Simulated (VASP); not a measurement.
# Co (P6_3/mmc) in VASP: a series of runs, part 3 of 3

VASP 6.6.1.

## Step 5: Electric field gradients, PBE, collinear spin, ferromagnetic start

This run uses another cell than the first one, of 11.24 Å³/atom.

INCAR reads:

```
PREC = Accurate
ENCUT = 520
EDIFF = 1E-8
ISMEAR = -1
SIGMA = 0.08
LREAL = F
LASPH = T
NELM = 150
ALGO = Normal
ISIF = 2
LWAVE = F
LCHARG = F
ISPIN = 2
MAGMOM = 2 2
LORBIT = 11
LMAXMIX = 4
GGA = PE
LEFG = T
NBANDS = 20
```

KPOINTS reads:

```
regular mesh
0
Gamma
  19 19 10
```

POSCAR reads:

```
Co
1.0
    2.5190008694      0.0000000000      0.0000000000
   -1.2595004347      2.1815187451      0.0000000000
    0.0000000000      0.0000000000      4.0910000000
Co
2
Direct
    0.3333333333      0.6666666667      0.2500000000
    0.6666666667      0.3333333333      0.7500000000
```

Potentials or basis: VASP PAW PBE potentials, release 64 (Co).

The run is started by

```bash
> cat potpaw_PBE.64/Co/POTCAR > POTCAR
> mpirun -np 1 vasp_std > vasp.out
```

OUTCAR:

```text
PREC = Accurate
   ENCUT = 520
   EDIFF = 1E-8
   ISMEAR = -1
   LREAL = F
   LASPH = T
   NELM = 150
   ISIF = 2
   ISPIN = 2
   LORBIT = 11
   GGA = PE

 ion  position               nearest neighbor table
   1  0.333  0.667  0.250-   2 2.51   2 2.51   2 2.51   2 2.51   2 2.51   2 2.51
   2  0.667  0.333  0.750-   1 2.51   1 2.51   1 2.51   1 2.51   1 2.51   1 2.51

  LATTYP: Found a hexagonal cell.
 ALAT       =     2.5190008694
 C/A-ratio  =     1.6240566050

  Lattice vectors:

 A1 = (   2.5190008694,   0.0000000000,   0.0000000000)
 A2 = (  -1.2595004347,   2.1815187451,   0.0000000000)
 A3 = (   0.0000000000,   0.0000000000,   4.0910000000)

Analysis of symmetry for initial positions (statically):
=====================================================================
 Subroutine PRICEL returns:
 Original cell was already a primitive cell.

 Routine SETGRP: Setting up the symmetry group for a
 hexagonal supercell.

 Subroutine GETGRP returns: Found 24 space group operations
 (whereof 12 operations were pure point group operations)
 out of a pool of 24 trial point group operations.

The static configuration has the point symmetry D_3d.
 The point group associated with its full space group is D_6h.

Analysis of symmetry for dynamics (positions and initial velocities):
=====================================================================
 Subroutine PRICEL returns:
 Original cell was already a primitive cell.

 Routine SETGRP: Setting up the symmetry group for a
 hexagonal supercell.

 Subroutine GETGRP returns: Found 24 space group operations
 (whereof 12 operations were pure point group operations)
 out of a pool of 24 trial point group operations.

The dynamic configuration has the point symmetry D_3d.
 The point group associated with its full space group is D_6h.

Analysis of structural, dynamic, and magnetic symmetry:
=====================================================================
 Subroutine PRICEL returns:
 Original cell was already a primitive cell.

 Routine SETGRP: Setting up the symmetry group for a
 hexagonal supercell.

 Subroutine GETGRP returns: Found 24 space group operations
 (whereof 12 operations were pure point group operations)
 out of a pool of 24 trial point group operations.

The overall configuration has the point symmetry D_3d.
 The point group associated with its full space group is D_6h.

 Subroutine INISYM returns: Found 24 space group operations
 (whereof 12 operations are pure point group operations),
 and found     1 'primitive' translations

----------------------------------------------------------------------------------------

                                     Primitive cell

  volume of cell :      22.4811

  direct lattice vectors                    reciprocal lattice vectors
     2.519000869  0.000000000  0.000000000     0.396982793  0.229198122  0.000000000
    -1.259500435  2.181518745  0.000000000     0.000000000  0.458396244  0.000000000
     0.000000000  0.000000000  4.091000000     0.000000000  0.000000000  0.244439012

  length of vectors
     2.519000869  2.519000869  4.091000000     0.458396244  0.458396244  0.244439012
[... 112 lines left out ...]
 spin polarized calculation
  energy-cutoff  :      520.00
  volume of cell :       22.48
 maximum number of plane-waves:       621
 NGX is ok and might be reduce to    20
   NGX =  9   NGY =  9   NGZ = 15

 number of electron      18.0000005 magnetization       3.2676212

 Free energy of the ion-electron system (eV)
  ---------------------------------------------------
  ext. energy  EPLUGINS =         0.00000000
  ---------------------------------------------------
  free energy    TOTEN  =       -14.07001627 eV

  energy without entropy =      -14.02950032  energy(sigma->0) =      -14.04975829

 E-fermi :   9.7661     XC(G=0): -13.1971

 val. band max:        9.7642287058   @ k =   0.1053   0.1053   0.1000
 cond. band min:       9.7668665998   @ k =   0.1579   0.0526   0.0000
 fundamental gap:      0.0026378941
 Fermi energy:         9.7660896487

 spin component 1

 k-point     1 :       0.0000    0.0000    0.0000
  band No.  band energies     occupation
      1       1.0633      1.00000
      2       4.7922      1.00000
      3       7.1786      1.00000
      4       7.2198      1.00000
      5       7.2198      1.00000
      6       7.5082      1.00000
[... 541 lines left out ...]
     19      32.4615      0.00000
     20      34.1034      0.00000

 [... further k-points ...]

 spin component 2

 k-point     1 :       0.0000    0.0000    0.0000
  band No.  band energies     occupation
      1       1.0508      1.00000
      2       5.7418      1.00000
      3       8.8244      0.99999
      4       8.8808      0.99998
      5       8.8808      0.99998
      6       9.2216      0.99889
[... 541 lines left out ...]
     19      32.7869      0.00000
     20      34.4382      0.00000

 [... further k-points ...]

------------------------ aborting loop because EDIFF is reached ----------------------------------------

  FORCE on cell =-STRESS in cart. coord.  units (eV):
  Direction    XX          YY          ZZ          XY          YZ          ZX
  --------------------------------------------------------------------------------------
  -------------------------------------------------------------------------------------
  Total       -0.9483753     -0.9483753     -1.1032879      0.0000000      0.0000000      0.0000000
  in kB      -67.5886995    -67.5886995    -78.6289896      0.0000000      0.0000000      0.0000000
  external PRESSURE =     -71.2687962 kB  Pullay stress =       0.0000000 kB

 VOLUME and BASIS-vectors are now :
 -----------------------------------------------------------------------------
  energy-cutoff  :      520.00
  volume of cell :       22.48
      direct lattice vectors                 reciprocal lattice vectors
     2.519000869  0.000000000  0.000000000     0.396982793  0.229198122  0.000000000
    -1.259500435  2.181518745  0.000000000     0.000000000  0.458396244  0.000000000
     0.000000000  0.000000000  4.091000000     0.000000000  0.000000000  0.244439012

 POSITION                                       TOTAL-FORCE (eV/Angst)
 -----------------------------------------------------------------------------------
     -0.00000      1.45435      1.02275         0.000000     -0.000000      0.000000
      1.25950      0.72717      3.06825        -0.000000      0.000000      0.000000
 -----------------------------------------------------------------------------------
    total drift:                               -0.000000      0.000000     -0.000000

  FREE ENERGIE OF THE ION-ELECTRON SYSTEM (eV)
  ---------------------------------------------------
  free  energy   TOTEN  =       -14.0700162689 eV

  energy  without entropy=      -14.0295003168  energy(sigma->0) =      -14.04975829

 Electric field gradients (V/A^2)
---------------------------------------------------------------------
 ion       V_xx      V_yy      V_zz      V_xy      V_xz      V_yz
---------------------------------------------------------------------
   1       1.033     1.032    -2.065    -0.000     0.000    -0.000
   2       1.033     1.032    -2.065    -0.000    -0.000     0.000
---------------------------------------------------------------------

 Electric field gradients after diagonalization (V/A^2)
 (convention: |V_zz| > |V_xx| > |V_yy|)
----------------------------------------------------------------------
 ion       V_xx      V_yy      V_zz     asymmetry (V_yy - V_xx)/ V_zz
----------------------------------------------------------------------
   1       1.033     1.032    -2.065       0.000
   2       1.033     1.032    -2.065       0.000
----------------------------------------------------------------------

           NMR quadrupolar parameters

 Cq : quadrupolar parameter    Cq=e*Q*V_zz/h
 eta: asymmetry parameters     (V_yy - V_xx)/ V_zz
 Q  : nuclear electric quadrupole moment in mb (millibarn)
----------------------------------------------------------------------
 ion       Cq(MHz)       eta       Q (mb)
----------------------------------------------------------------------
   1      -0.005       0.000       1.000
   2      -0.005       0.000       1.000
----------------------------------------------------------------------

 total charge

# of ion       s       p       d       tot
------------------------------------------
    1        0.474   0.491   7.240   8.206
    2        0.474   0.491   7.240   8.206
--------------------------------------------------
tot          0.948   0.983  14.481  16.412

 magnetization (x)

# of ion       s       p       d       tot
------------------------------------------
    1       -0.014  -0.053   1.728   1.661
    2       -0.014  -0.053   1.728   1.661
--------------------------------------------------
tot         -0.029  -0.106   3.456   3.321
```

Run time: 5.7 min. Hardware: 1 thread of Intel Xeon 8259CL, shared host; peak memory 0.26 GiB.

Results:

```
Free energy                                           : -14.0700 eV
Pressure                                              : -7.1 GPa
Net moment                                            : 3.27 μB per cell
Site moments                                          : Co +1.66 μB
Largest electric field gradient by atom               : Co -2.1 V/Å²
Valence electrons inside the program's atomic spheres : Co 8.21
```

Electric field gradients, principal values (V/Å²):
| atom | least | middle | greatest (by size) |
| --- | --- | --- | --- |
| 1 Co | 1.032 | 1.033 | -2.065 |
| 2 Co | 1.032 | 1.033 | -2.065 |

Caveat: the cell stands under tension; without QUAD_EFG the Cq values of the log hold for a quadrupole moment of 1 mb, not for the nuclei.

## Step 6: Overview

| cell | gap on the mesh (eV) | pressure (GPa) | moment (μB) |
| --- | --- | --- | --- |
| a = 2.468, b = 2.468, c = 4.008 Å, angles 90.0, 90.0, 120.0°, 2 atoms | none | 5.3 | 3.16 |
| a = 2.502, b = 2.502, c = 4.064 Å, angles 90.0, 90.0, 120.0°, 2 atoms | none | -3.4 | 3.24 |
| a = 2.519, b = 2.519, c = 4.091 Å, angles 90.0, 90.0, 120.0°, 2 atoms | none | -7.1 | 3.27 |

Alike in all rows: task electric field gradients; level PBE; potentials or basis VASP PAW PBE potentials, release 64 (Co); spin collinear, ferromagnetic start; k mesh 19 × 19 × 10; cutoff (eV) 520; smearing fermi-dirac 0.08 eV.

Caveats: the cell stands under tension (at least some runs); the cell stands under pressure (at least some runs).

Total energies depend on the potentials used, so only differences within one code and one set of settings carry meaning.
